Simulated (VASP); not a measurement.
# Sc (P6_3/mmc) in VASP: further runs

The runs below take Sc through single point, with LDA.

Program: VASP 6.6.1. These are calculated values, not measurements. Logs are shortened: lines on timing, memory, paths and dates and some standing lists are left out, and cuts for length are marked.

## Step 1: The cell of the first run

Symmetry: P6_3/mmc, No. 194, hexagonal system. The conventional cell has a = 3.210 Å, b = 3.210 Å, c = 5.110 Å, α = 90.00°, β = 90.00°, γ = 120.00°. Sc (site symmetry -6m2) has 12 Sc at 3.16 to 3.21 Å within 4.2 Å.

## Step 2: Single point, LDA (strain -0.030 along x and y, -0.030 along z)

INCAR reads:

```
SYSTEM = Sc
PREC     = Accurate       ! precision mode
ENCUT    = 520            ! plane-wave cutoff, eV
EDIFF    = 1E-6           ! SCF threshold, eV
ISMEAR   = 0              ! smearing method
SIGMA    = 0.15           ! smearing width, eV
LREAL    = .FALSE.        ! projectors in reciprocal space
LASPH    = .TRUE.         ! aspherical terms in the spheres
NELM     = 60             ! most SCF steps
ALGO     = Fast           ! electronic algorithm
ISIF     = 2              ! what is computed and relaxed
LWAVE    = .FALSE.        ! write WAVECAR
LCHARG   = .FALSE.        ! write CHGCAR
NBANDS   = 18             ! bands
```

KPOINTS reads:

```
regular mesh
0
G
  18 18 10
  0 0 0
```

POSCAR reads:

```
Sc
1.0
    3.2095339604      0.0000000000      0.0000000000
   -1.6047669802      2.7795379440      0.0000000000
    0.0000000000      0.0000000000      5.1099600000
Sc
2
Direct
    0.3333333333      0.6666666667      0.2500000000
    0.6666666667      0.3333333333      0.7500000000
```

Potentials or basis: VASP PAW LDA potentials, release 64 (Sc_sv).

Run with:

```console
> cat potpaw_LDA.64/Sc_sv/POTCAR > POTCAR
> mpirun -np 1 vasp_std > vasp.out
```

OUTCAR:

```text
SYSTEM = Sc
   PREC = Accurate
   ENCUT = 520
   EDIFF = 1E-6
   ISMEAR = 0
   LREAL = .FALSE.
   LASPH = .TRUE.
   NELM = 60
   ISIF = 2

 ion  position               nearest neighbor table
   1  0.333  0.667  0.250-   2 3.16   2 3.16   2 3.16   2 3.16   2 3.16   2 3.16
   2  0.667  0.333  0.750-   1 3.16   1 3.16   1 3.16   1 3.16   1 3.16   1 3.16

  LATTYP: Found a hexagonal cell.
 ALAT       =     3.2095339604
 C/A-ratio  =     1.5921190002

  Lattice vectors:

 A1 = (   3.2095339604,   0.0000000000,   0.0000000000)
 A2 = (  -1.6047669802,   2.7795379440,   0.0000000000)
 A3 = (   0.0000000000,   0.0000000000,   5.1099600000)

Analysis of symmetry for initial positions (statically):
=====================================================================
 Subroutine PRICEL returns:
 Original cell was already a primitive cell.

 Routine SETGRP: Setting up the symmetry group for a
 hexagonal supercell.

 Subroutine GETGRP returns: Found 24 space group operations
 (whereof 12 operations were pure point group operations)
 out of a pool of 24 trial point group operations.

The static configuration has the point symmetry D_3d.
 The point group associated with its full space group is D_6h.

Analysis of symmetry for dynamics (positions and initial velocities):
=====================================================================
 Subroutine PRICEL returns:
 Original cell was already a primitive cell.

 Routine SETGRP: Setting up the symmetry group for a
 hexagonal supercell.

 Subroutine GETGRP returns: Found 24 space group operations
 (whereof 12 operations were pure point group operations)
 out of a pool of 24 trial point group operations.

The dynamic configuration has the point symmetry D_3d.
 The point group associated with its full space group is D_6h.

 Subroutine INISYM returns: Found 24 space group operations
 (whereof 12 operations are pure point group operations),
 and found     1 'primitive' translations

----------------------------------------------------------------------------------------

                                     Primitive cell

  volume of cell :      45.5861

  direct lattice vectors                    reciprocal lattice vectors
     3.209533960  0.000000000  0.000000000     0.311571715  0.179886013  0.000000000
    -1.604766980  2.779537944  0.000000000     0.000000000  0.359772027  0.000000000
     0.000000000  0.000000000  5.109960000     0.000000000  0.000000000  0.195696248

  length of vectors
     3.209533960  3.209533960  5.109960000     0.359772027  0.359772027  0.195696248

[... 76 lines left out ...]
   LSORBIT =      F    spin-orbit coupling
   LASPH  =      T    aspherical Exc in radial PAW
   ENCUT  =  520.0 eV  38.22 Ry    6.18 a.u.   5.97  5.97  9.50*2*pi/ulx,y,z
   NELM   =     60;   NELMIN=  2; NELMDL= -5     # of ELM steps
   EDIFF  = 0.1E-05   stopping-criterion for ELM
   LREAL  =      F    real-space projection
   EDIFFG = 0.1E-04   stopping-criterion for IOM
   NSW    =      0    number of steps for IOM
   IBRION =     -1    ionic relax: 0-MD 1-quasi-New 2-CG
   NFREE  =      0    steps in history (QN), initial steepest desc. (CG)
   ISIF   =      2    stress and relaxation
   ISYM   =      2    0-nonsym 1-usesym 2-fastsym
   POTIM  = 0.5000    time-step for ionic-motion
   TEBEG  =    0.0;   TEEND  =   0.0 temperature during run
   PSTRESS=    0.0 pullay stress
   NELECT =      22.0000    total number of electrons
   NUPDOWN=      -1.0000    fix difference up-down
   EMIN   =  10.00;   EMAX   =-10.00  energy-range for DOS
   EFERMI =   0.00;   METHOD = LEGACY
   ISMEAR =     0;   SIGMA  =   0.15  broadening in eV -4-tet -1-fermi 0-gaus
   EFERMI_NEDOS =   21; number of points for ismear=-14 and -15
   IALGO  =     68    algorithm
   IMIX   =      4    mixing-type and parameters
     AMIX     =   0.40;   BMIX     =  1.00
     AMIX_MAG =   1.60;   BMIX_MAG =  1.00
  volume/ion in A,a.u.               =      22.79       153.81
  Fermi-wavevector in a.u.,A,eV,Ry     =   1.284118  2.426632 22.435460  1.648960
  Thomas-Fermi vector in A             =   2.416331
   LORBIT       =      0    0 simple, 1 ext, 2 COOP (PROOUT), +10 PAW based schemes
   GGA     = CA    functional components
   LHFCALC =     F    Hartree Fock is set to
   AEXX    =    0.0000 exact exchange contribution
   IVDW    =     0    specifies the selected vdW correction
   LEPSILON=     F    determine dielectric tensor
   LRPA    =     F    only Hartree local field effects (RPA)
 non-spin polarized calculation
 RMM-DIIS sequential band-by-band and
 Gauss-broadening in eV      SIGMA  =   0.15
  energy-cutoff  :      520.00
  volume of cell :       45.59
 maximum number of plane-waves:      1254
 NGX is ok and might be reduce to    24
   NGX = 11   NGY = 11   NGZ = 19

 number of electron      21.9999996 magnetization

 Free energy of the ion-electron system (eV)
  ---------------------------------------------------
  ext. energy  EPLUGINS =         0.00000000
  ---------------------------------------------------
  free energy    TOTEN  =       -13.46256974 eV

  energy without entropy =      -13.41767601  energy(sigma->0) =      -13.44012288

 E-fermi :   3.9326     XC(G=0): -10.4707

 val. band max:        3.9322283636   @ k =   0.2222   0.0000   0.3000
 cond. band min:       3.9338692582   @ k =   0.2778   0.1667   0.4000
 fundamental gap:      0.0016408946
 Fermi energy:         3.9325797951

 k-point     1 :       0.0000    0.0000    0.0000
  band No.  band energies     occupation
      1     -44.6910      2.00000
      2     -44.5941      2.00000
      3     -23.9313      2.00000
      4     -23.4699      2.00000
      5     -23.4699      2.00000
      6     -23.3914      2.00000
[... 481 lines left out ...]
      5     -23.6885      2.00000
      6     -23.6035      2.00000
[... 10 lines left out ...]
     17       7.9933      0.00000
     18       8.2772      0.00000

 [... further k-points ...]
[... 5 lines left out ...]
  --------------------------------------------------------------------------------------
  -------------------------------------------------------------------------------------
  Total        0.0706267      0.0706267     -0.5705115      0.0000000      0.0000000     -0.0000000
  in kB        2.4822598      2.4822598    -20.0513185      0.0000000      0.0000000     -0.0000000
  external PRESSURE =      -5.0289329 kB  Pullay stress =       0.0000000 kB

 VOLUME and BASIS-vectors are now :
 -----------------------------------------------------------------------------
  energy-cutoff  :      520.00
  volume of cell :       45.59
      direct lattice vectors                 reciprocal lattice vectors
     3.209533960  0.000000000  0.000000000     0.311571715  0.179886013  0.000000000
    -1.604766980  2.779537944  0.000000000     0.000000000  0.359772027  0.000000000
     0.000000000  0.000000000  5.109960000     0.000000000  0.000000000  0.195696248

 POSITION                                       TOTAL-FORCE (eV/Angst)
 -----------------------------------------------------------------------------------
     -0.00000      1.85303      1.27749         0.000000      0.000000      0.000000
      1.60477      0.92651      3.83247         0.000000     -0.000000      0.000000
 -----------------------------------------------------------------------------------
    total drift:                               -0.000000      0.000000     -0.000000

  FREE ENERGIE OF THE ION-ELECTRON SYSTEM (eV)
  ---------------------------------------------------
  free  energy   TOTEN  =       -13.4625697409 eV

  energy  without entropy=      -13.4176760101  energy(sigma->0) =      -13.44012288
```

Run time: 62 s. Hardware: 1 thread of Intel Xeon 6975P-C (Granite Rapids), shared host; peak memory 0.25 GiB.

What came out:

```yaml
Free_energy: -13.4626 eV
Pressure: -0.5 GPa
Band_gap_on_the_k_mesh: zero (band 11 reaches 4.84 eV, above the bottom of band 12 at 3.37 eV)
```

Stress tensor (GPa, compression positive):
```
 0.25  0.00  0.00
 0.00  0.25  0.00
 0.00  0.00 -2.01
```

Caveat: the cell differs from its parent crystal (strain -0.030 along x and y, -0.030 along z).

## Step 3: Single point, LDA (strain -0.030 along x and y, +0.000 along z)

INCAR reads:

```
SYSTEM = Sc
  ALGO = Fast
  EDIFF = 1E-7
  ENCUT = 520
  ISIF = 2
  ISMEAR = 0
  LASPH = .True.
  LCHARG = .True.
  LELF = .True.
  LREAL = .False.
  LVHAR = .True.
  LWAVE = .False.
  NBANDS = 18
  NELM = 100
  PREC = Accurate
  SIGMA = 0.15
```

KPOINTS reads:

```
k-points
0
Gamma
  18 18 10
  0 0 0
```

Edit POSCAR of step 2 so:

```diff
@@ -4,3 +4,3 @@
    -1.6047669802      2.7795379440      0.0000000000
-    0.0000000000      0.0000000000      5.1099600000
+    0.0000000000      0.0000000000      5.2680000000
 Sc
```

Potentials or basis: VASP PAW LDA potentials, release 64 (Sc_sv).

Run with:

```console
> cat potpaw_LDA.64/Sc_sv/POTCAR > POTCAR
> mpirun -np 1 vasp_std > vasp.out
```

It took 73 s on 1 thread of Intel Xeon 6975P-C (Granite Rapids), shared host; peak memory 0.25 GiB.

The run converged. Its results:

* Free energy: -13.4321 eV
* Pressure: -2.2 GPa
* Band gap on the k mesh: zero (band 11 reaches 4.52 eV, above the bottom of band 12 at 3.24 eV)

Stress tensor (GPa, compression positive):
```
-0.78  0.00  0.00
 0.00 -0.78  0.00
 0.00  0.00 -4.93
```

Levels at points of the mesh, in eV from the Fermi level:
| k point | band 9 | band 10 | band 11 | band 12 | band 13 | band 14 |
| --- | --- | --- | --- | --- | --- | --- |
| (0.00, 0.00, 0.00) | -5.18 | -1.81 | 0.43 | 1.56 | 1.63 | 1.63 |
| (0.50, 0.00, 0.00) | -1.57 | -1.11 | -0.82 | -0.13 | 1.16 | 1.52 |
| (0.00, 0.00, 0.50) | -3.68 | -3.68 | 0.77 | 0.77 | 1.60 | 1.60 |
| (0.50, 0.00, 0.50) | -1.56 | -1.56 | 0.00 | 0.00 | 1.39 | 1.39 |

Caveat: the cell differs from its parent crystal (strain -0.030 along x and y, +0.000 along z).

[end of part 1 of 2]
